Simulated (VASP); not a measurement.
**Er: single point with PBE**

Er:

```xyz
1
Lattice="-1.9779 1.9779 1.9779 1.9779 -1.9779 1.9779 1.9779 1.9779 -1.9779" Properties=species:S:1:pos:R:3 pbc="T T T"
Er    0.0000    0.0000    0.0000
```

```yaml
Program: VASP 6.6.1
Task: single point
Functional: PBE
Potentials_or_basis: VASP PAW PBE potentials, release 64 (Er)
Cutoff: 520 eV
k_mesh: 9 × 9 × 9
Occupations: fermi-dirac, width 0.05 eV
Spin: collinear spin, ferromagnetic start
Starting_moments: "[3.0] μB"
Dipole_correction: no
Further_INCAR_settings: ALGO = Normal; EDIFF = 1e-07; NBANDS = 21
```

The pressure is 1.7 GPa, the net moment is 2.20 μB per cell and the site moments are Er +2.30 μB. The valence electrons inside the program's atomic spheres are Er 19.68.

Levels at points of the mesh, in eV from the Fermi level:
Spin up:
```tsv
k point	band 8	band 9	band 10	band 11	band 12	band 13	band 14	band 15	band 16	band 17
(0.00, 0.00, 0.00)	-1.94	-1.87	-1.87	-1.87	-1.65	2.68	2.68	2.68	4.84	4.84
```
Spin down:
| k point | band 6 | band 7 | band 8 | band 9 | band 10 | band 11 | band 12 | band 13 | band 14 | band 15 |
| --- | --- | --- | --- | --- | --- | --- | --- | --- | --- | --- |
| (0.00, 0.00, 0.00) | -0.19 | -0.19 | -0.19 | 0.04 | 0.04 | 0.04 | 0.09 | 2.79 | 2.79 | 2.79 |

Wall time 3.1 min on 1 thread of Intel(R) Xeon(R) Platinum 8375C CPU @ 2.90GHz (Ice Lake) (shared host), peak memory 0.21 GiB.

Caveat: the magnetic or orbital state may not be the lowest; spin-orbit coupling is left out, which moves the levels of the heavy elements. The state reached can hang on the start; a lower one may exist.
